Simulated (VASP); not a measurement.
# PbO2 (P4_2/mnm) in VASP: single point with r2SCAN

Aim: the single point of PbO2 with r2SCAN.

Everything below comes from runs of VASP 6.6.1. Logs are shortened: lines on timing, memory, paths and dates and some standing lists are left out, and cuts for length are marked.

## Step 1: The cell of the first run

Symmetry: P4_2/mnm, No. 136, tetragonal system. The conventional cell has a = 4.987 Å, b = 4.987 Å, c = 3.403 Å, α = 90.00°, β = 90.00°, γ = 90.00°. Within 2.9 Å of Pb (site symmetry mmm) lie 6 O at 2.17 to 2.18 Å. O (site symmetry m2m) has 3 Pb at 2.17 to 2.18 Å and 1 O at 2.72 Å within 2.9 Å.

## Step 2: Single point, r2SCAN

The input, POSCAR:

```
PbO2
1.0
    4.9866459656      0.0000000000      0.0000000000
    0.0000000000      4.9866459656      0.0000000000
    0.0000000000      0.0000000000      3.4032374878
Pb O
2 4
Direct
    0.0000000000      0.0000000000      0.0000000000
    0.5000000000      0.5000000000      0.5000000000
    0.3072777972      0.3072777972      0.0000000000
    0.1927222028      0.8072777972      0.5000000000
    0.6927222028      0.6927222028      0.0000000000
    0.8072777972      0.1927222028      0.5000000000
```

The input, INCAR.step1:

```
SYSTEM = PbO2
PREC = Accurate
ENCUT = 520
ISMEAR = 0
SIGMA = 0.1
LREAL = .FALSE.
LASPH = .TRUE.
NELM = 60
NBANDS = 35
GGA = PE
ALGO = Normal
EDIFF = 1E-4
LWAVE = .TRUE.
LCHARG = .FALSE.
```

The input, INCAR.step2:

```
SYSTEM = PbO2
PREC = Accurate
ENCUT = 520
EDIFF = 1E-6
ISMEAR = 0
SIGMA = 0.1
LREAL = .FALSE.
LASPH = .TRUE.
NELM = 60
ALGO = Normal
ISIF = 2
LWAVE = .FALSE.
LCHARG = .TRUE.
METAGGA = R2SCAN
LMIXTAU = .TRUE.
LELF = .TRUE.
LVHAR = .TRUE.
NBANDS = 35
ISTART = 1
```

The input, KPOINTS:

```
Automatic mesh
0
G
  8 8 10
  0 0 0
```

Potentials or basis: VASP PAW PBE potentials, release 64 (Pb_d, O).

Started as:

```bash
$ cat potpaw_PBE.64/Pb_d/POTCAR potpaw_PBE.64/O/POTCAR > POTCAR
$ cp INCAR.step1 INCAR
$ mpirun -np 1 vasp_std > vasp.out
$ cp INCAR.step2 INCAR
$ mpirun -np 1 vasp_std > vasp.out
```

OUTCAR:

```text
SYSTEM = PbO2
   PREC = Accurate
   ENCUT = 520
   EDIFF = 1E-6
   ISMEAR = 0
   LREAL = .FALSE.
   LASPH = .TRUE.
   NELM = 60
   ISIF = 2
   METAGGA = R2SCAN
   ISTART = 1

 ion  position               nearest neighbor table
   1  0.000  0.000  0.000-   3 2.17   5 2.17   4 2.18   6 2.18   4 2.18   6 2.18   2 3.92   2 3.92
                             2 3.92   2 3.92   2 3.92   2 3.92   2 3.92   2 3.92
   2  0.500  0.500  0.500-   4 2.17   6 2.17   5 2.18   3 2.18   3 2.18   5 2.18   1 3.92   1 3.92
                             1 3.92   1 3.92   1 3.92   1 3.92   1 3.92   1 3.92
   3  0.307  0.307  0.000-   1 2.17   2 2.18   2 2.18
   4  0.193  0.807  0.500-   2 2.17   1 2.18   1 2.18
   5  0.693  0.693  0.000-   1 2.17   2 2.18   2 2.18
   6  0.807  0.193  0.500-   2 2.17   1 2.18   1 2.18

  LATTYP: Found a simple tetragonal cell.
 ALAT       =     4.9866459656
 C/A-ratio  =     0.6824702438

  Lattice vectors:

 A1 = (   4.9866459656,   0.0000000000,   0.0000000000)
 A2 = (   0.0000000000,   4.9866459656,   0.0000000000)
 A3 = (   0.0000000000,   0.0000000000,   3.4032374878)

Analysis of symmetry for initial positions (statically):
=====================================================================
 Subroutine PRICEL returns:
 Original cell was already a primitive cell.

 Routine SETGRP: Setting up the symmetry group for a
 simple tetragonal supercell.

 Subroutine GETGRP returns: Found 16 space group operations
 (whereof  8 operations were pure point group operations)
 out of a pool of 16 trial point group operations.

The static configuration has the point symmetry D_2h.
 The point group associated with its full space group is D_4h.

Analysis of symmetry for dynamics (positions and initial velocities):
=====================================================================
 Subroutine PRICEL returns:
 Original cell was already a primitive cell.

 Routine SETGRP: Setting up the symmetry group for a
 simple tetragonal supercell.

 Subroutine GETGRP returns: Found 16 space group operations
 (whereof  8 operations were pure point group operations)
 out of a pool of 16 trial point group operations.

The dynamic configuration has the point symmetry D_2h.
 The point group associated with its full space group is D_4h.

 Subroutine INISYM returns: Found 16 space group operations
 (whereof  8 operations are pure point group operations),
 and found     1 'primitive' translations

----------------------------------------------------------------------------------------

                                     Primitive cell

  volume of cell :      84.6271

  direct lattice vectors                    reciprocal lattice vectors
     4.986645966  0.000000000  0.000000000     0.200535592  0.000000000  0.000000000
     0.000000000  4.986645966  0.000000000     0.000000000  0.200535592  0.000000000
     0.000000000  0.000000000  3.403237488     0.000000000  0.000000000  0.293837854

  length of vectors
     4.986645966  4.986645966  3.403237488     0.200535592  0.200535592  0.293837854

  position of ions in fractional coordinates (direct lattice)
     0.000000000  0.000000000  0.000000000
     0.500000000  0.500000000  0.500000000
     0.307277797  0.307277797  0.000000000
     0.192722203  0.807277797  0.500000000
     0.692722203  0.692722203  0.000000000
     0.807277797  0.192722203  0.500000000

  ion indices of the primitive-cell ions
   primitive index   ion index
                 1           1
                 2           2
                 3           3
                 4           4
                 5           5
                 6           6

----------------------------------------------------------------------------------------

 KPOINTS: Automatic mesh

Automatic generation of k-mesh.
 Grid dimensions read from file:
 generate k-points for:    8    8   10

 Generating k-lattice:

  Cartesian coordinates                     Fractional coordinates (reciprocal lattice)
     0.025066949  0.000000000  0.000000000     0.125000000  0.000000000  0.000000000
     0.000000000  0.025066949  0.000000000     0.000000000  0.125000000  0.000000000
     0.000000000  0.000000000  0.029383785     0.000000000  0.000000000  0.100000000

  Length of vectors
     0.025066949  0.025066949  0.029383785

  Shift w.r.t. Gamma in fractional coordinates (k-lattice)
     0.000000000  0.000000000  0.000000000

 Subroutine IBZKPT returns following result:
 ===========================================

 Found     90 irreducible k-points:

 Following reciprocal coordinates:
            Coordinates               Weight
  0.000000  0.000000  0.000000      1.000000
  0.125000  0.000000  0.000000      4.000000
  0.250000  0.000000  0.000000      4.000000
  0.375000  0.000000  0.000000      4.000000
  0.500000  0.000000  0.000000      2.000000
  0.125000  0.125000  0.000000      4.000000
[... 16 lines left out ...]
  0.375000  0.125000  0.100000     16.000000
  0.500000  0.125000  0.100000      8.000000
 [... further k-points ...]
   k-points           NKPTS =     90   k-points in BZ     NKDIM =     90   number of bands    NBANDS=     35
   number of dos      NEDOS =    301   number of ions     NIONS =      6
   total plane-waves  NPLWV =  44800
   dimension x,y,z NGX =    40 NGY =   40 NGZ =   28
   dimension x,y,z NGXF=    80 NGYF=   80 NGZF=   56
   ions per type =               2   4
   NGX,Y,Z   is equivalent  to a cutoff of  13.34, 13.34, 13.68 a.u.
   NGXF,Y,Z  is equivalent  to a cutoff of  26.67, 26.67, 27.36 a.u.
 SYSTEM =  PbO2
   PREC   = accura    normal or accurate (medium, high low for compatibility)
   ISTART =      1    job   : 0-new  1-cont  2-samecut
   ICHARG =      0    charge: 1-file 2-atom 10-const
   ISPIN  =      1    spin polarized calculation?
   LNONCOLLINEAR =      F non collinear calculations
   LSORBIT =      F    spin-orbit coupling
   LASPH  =      T    aspherical Exc in radial PAW
   ENCUT  =  520.0 eV  38.22 Ry    6.18 a.u.   9.27  9.27  6.33*2*pi/ulx,y,z
   NELM   =     60;   NELMIN=  2; NELMDL=  0     # of ELM steps
   EDIFF  = 0.1E-05   stopping-criterion for ELM
   LREAL  =      F    real-space projection
   EDIFFG = 0.1E-04   stopping-criterion for IOM
   NSW    =      0    number of steps for IOM
   IBRION =     -1    ionic relax: 0-MD 1-quasi-New 2-CG
   NFREE  =      0    steps in history (QN), initial steepest desc. (CG)
   ISIF   =      2    stress and relaxation
   ISYM   =      2    0-nonsym 1-usesym 2-fastsym
   POTIM  = 0.5000    time-step for ionic-motion
   TEBEG  =    0.0;   TEEND  =   0.0 temperature during run
   PSTRESS=    0.0 pullay stress
   NELECT =      52.0000    total number of electrons
   NUPDOWN=      -1.0000    fix difference up-down
   EMIN   =  10.00;   EMAX   =-10.00  energy-range for DOS
   EFERMI =   0.00;   METHOD = LEGACY
   ISMEAR =     0;   SIGMA  =   0.10  broadening in eV -4-tet -1-fermi 0-gaus
   EFERMI_NEDOS =   21; number of points for ismear=-14 and -15
   IALGO  =     38    algorithm
   IMIX   =      4    mixing-type and parameters
     AMIX     =   0.40;   BMIX     =  1.00
     AMIX_MAG =   1.60;   BMIX_MAG =  1.00
  volume/ion in A,a.u.               =      14.10        95.18
  Fermi-wavevector in a.u.,A,eV,Ry     =   1.391787  2.630096 26.355459  1.937072
  Thomas-Fermi vector in A             =   2.515593
   LORBIT       =      0    0 simple, 1 ext, 2 COOP (PROOUT), +10 PAW based schemes
   METAGGA = R2SCAN    functional components
   LHFCALC =     F    Hartree Fock is set to
   AEXX    =    0.0000 exact exchange contribution
   IVDW    =     0    specifies the selected vdW correction
   LEPSILON=     F    determine dielectric tensor
   LRPA    =     F    only Hartree local field effects (RPA)
 non-spin polarized calculation
 Gauss-broadening in eV      SIGMA  =   0.10
  energy-cutoff  :      520.00
  volume of cell :       84.63
 maximum number of plane-waves:      2302
 NGX is ok and might be reduce to    40
   NGX = 19   NGY = 19   NGZ = 13

 number of electron      52.0000011 magnetization

 Free energy of the ion-electron system (eV)
  ---------------------------------------------------
  ext. energy  EPLUGINS =         0.00000000
  ---------------------------------------------------
  free energy    TOTEN  =      -142.26016543 eV

  energy without entropy =     -142.25875038  energy(sigma->0) =     -142.25945791

 E-fermi :   3.8568     XC(G=0): -11.3590

 val. band max:        3.8545518958   @ k =   0.1250   0.0000   0.0000
 cond. band min:       3.8685838041   @ k =   0.0000   0.0000   0.0000
 fundamental gap:      0.0140319083
 Fermi energy:         3.8567762211

 k-point     1 :       0.0000    0.0000    0.0000
  band No.  band energies     occupation
      1     -15.3508      2.00000
      2     -15.1947      2.00000
      3     -13.6685      2.00000
      4     -13.6685      2.00000
      5     -12.1279      2.00000
      6     -11.8887      2.00000
[... 27 lines left out ...]
     34      15.8238      0.00000
     35      16.4106      0.00000

 k-point     2 :       0.1250    0.0000    0.0000
  band No.  band energies     occupation
      1     -15.3101      2.00000
      2     -15.1688      2.00000
      3     -13.7814      2.00000
      4     -13.7459      2.00000
      5     -11.9886      2.00000
      6     -11.8858      2.00000
[... 27 lines left out ...]
     34      15.9817      0.00000
     35      16.4074      0.00000

 k-point     3 :       0.2500    0.0000    0.0000
  band No.  band energies     occupation
      1     -15.1958      2.00000
      2     -15.0951      2.00000
      3     -14.0197      2.00000
      4     -13.9443      2.00000
      5     -11.8807      2.00000
      6     -11.8803      2.00000
[... 27 lines left out ...]
     34      16.3851      0.00000
     35      16.4332      0.00000
[... 723 lines left out ...]
 k-point    23 :       0.3750    0.1250    0.1000
  band No.  band energies     occupation
      1     -15.0678      2.00000
      2     -14.8667      2.00000
      3     -14.4245      2.00000
      4     -14.1131      2.00000
      5     -11.8739      2.00000
      6     -11.8320      2.00000
[... 27 lines left out ...]
     34      16.5149      0.00000
     35      16.5573      0.00000

 k-point    24 :       0.5000    0.1250    0.1000
  band No.  band energies     occupation
      1     -14.9376      2.00000
      2     -14.9376      2.00000
      3     -14.3217      2.00000
      4     -14.3217      2.00000
      5     -11.8426      2.00000
      6     -11.8426      2.00000
[... 27 lines left out ...]
     34      16.3922      0.00000
     35      16.6881      0.00000

 [... further k-points ...]
[... 5 lines left out ...]
  --------------------------------------------------------------------------------------
  -------------------------------------------------------------------------------------
  Total        0.4075439      0.4075439      0.6329145      0.0000000      0.0000000      0.0000000
  in kB        7.7157061      7.7157061     11.9824691      0.0000000      0.0000000      0.0000000
  external PRESSURE =       9.1379605 kB  Pullay stress =       0.0000000 kB

 VOLUME and BASIS-vectors are now :
 -----------------------------------------------------------------------------
  energy-cutoff  :      520.00
  volume of cell :       84.63
      direct lattice vectors                 reciprocal lattice vectors
     4.986645966  0.000000000  0.000000000     0.200535592  0.000000000  0.000000000
     0.000000000  4.986645966  0.000000000     0.000000000  0.200535592  0.000000000
     0.000000000  0.000000000  3.403237488     0.000000000  0.000000000  0.293837854

 POSITION                                       TOTAL-FORCE (eV/Angst)
 -----------------------------------------------------------------------------------
      0.00000      0.00000      0.00000         0.000000      0.000000      0.000000
      2.49332      2.49332      1.70162         0.000000      0.000000      0.000000
      1.53229      1.53229      0.00000        -0.012279     -0.012279     -0.000000
      0.96104      4.02561      1.70162         0.012279     -0.012279      0.000000
      3.45436      3.45436      0.00000         0.012279      0.012279      0.000000
      4.02561      0.96104      1.70162        -0.012279      0.012279      0.000000
 -----------------------------------------------------------------------------------
    total drift:                               -0.000000      0.000000     -0.000000

  FREE ENERGIE OF THE ION-ELECTRON SYSTEM (eV)
  ---------------------------------------------------
  free  energy   TOTEN  =      -142.2601654287 eV

  energy  without entropy=     -142.2587503827  energy(sigma->0) =     -142.25945791
```

Run time: 9.6 min. Hardware: 1 thread of AMD EPYC 9R45 (Zen 5), shared host; peak memory 0.32 GiB.

Results:

```
Free energy   : -142.2602 eV
Pressure      : 0.9 GPa
Largest force : 0.017 eV/Å
```

Forces in eV/Å, atoms in the order of the input:
```
Pb   0.000  0.000  0.000
Pb   0.000  0.000  0.000
O   -0.012 -0.012  0.000
O    0.012 -0.012  0.000
O    0.012  0.012  0.000
O   -0.012  0.012  0.000
```

Stress tensor (GPa, compression positive):
```
0.77 0.00 0.00
0.00 0.77 0.00
0.00 0.00 1.20
```

Caveat: the PAW data sets were made with another functional, which shifts forces and pressure a little; spin-orbit coupling is left out, which moves the levels of the heavy elements.
